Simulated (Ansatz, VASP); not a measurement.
Given: the input of a run of VASP 6.6.1 on Al.

The input POSCAR:

```
Al
1.0
    0.0000000000      1.9974394157      1.9974394157
    1.9974394157      0.0000000000      1.9974394157
    1.9974394157      1.9974394157      0.0000000000
Al
1
Direct
    0.0000000000      0.0000000000      0.0000000000
```

The input INCAR.step1:

```
PREC = Accurate
ENCUT = 520
EDIFF = 1E-5
ISMEAR = -1
SIGMA = 0.05
LREAL = False
LASPH = True
NELM = 80
ALGO = Normal
ISIF = 2
LWAVE = True
LCHARG = False
GGA = PE
NBANDS = 8
```

File INCAR.step2:

```
PREC = Accurate
ENCUT = 520
EDIFF = 1E-6
ISMEAR = -1
SIGMA = 0.05
LREAL = False
LASPH = True
NELM = 80
ALGO = Normal
ISIF = 2
LWAVE = False
LCHARG = False
GGA = PE
LHFCALC = True
HFSCREEN = 0.2079
PRECFOCK = Normal
ISTART = 1
NBANDS = 8
```

KPOINTS

```
regular mesh
0
Gamma
  6 6 6
```

Potentials or basis: VASP PAW PBE potentials, release 64 (Al).

Run with:

```bash
$ cat potpaw_PBE.64/Al/POTCAR > POTCAR
$ cp INCAR.step1 INCAR
$ mpirun -np 1 vasp_std > vasp.out
$ cp INCAR.step2 INCAR
$ mpirun -np 1 vasp_std > vasp.out
```

Translate it to Ansatz 0.2.0. Potentials there: Ansatz PAW.

As run (the cutoff follows the program's own potentials):

File input.yaml:

```yaml
crystal:
  lattice:
    - [0.0, 1.9974394157, 1.9974394157]
    - [1.9974394157, 0.0, 1.9974394157]
    - [1.9974394157, 1.9974394157, 0.0]
  atoms:
    - { symbol: Al, position: [0.0, 0.0, 0.0] }
hamiltonian:
  xc: hse06
  pseudopotentials: { kind: paw }
kpoints:
  mp_grid: { grid: [6, 6, 6] }
scf:
  occupations: { method: fermi_dirac, width: 0.05 }
output:
  forces: true
  stress: true
  eigenvalues: true
```

Potentials or basis: Ansatz PAW.

The run is started by

```console
$ ansatz run input.yaml --threads 2 --pin off --max-ram 5632MiB --backend cpu --events-out ev --progress --plain --runs-dir out
```

Both were run:

|  | VASP | Ansatz | Ansatz less VASP |
| --- | --- | --- | --- |
| gap on the k mesh at the Fermi level (eV) | none | none | - |
| pressure (GPa) | 2.4 | 2.4 | -0.07 |

A gap of «none» marks a metal or a gap that the smearing closes.

The k mesh is coarse, so the values compare programs but aren't converged.
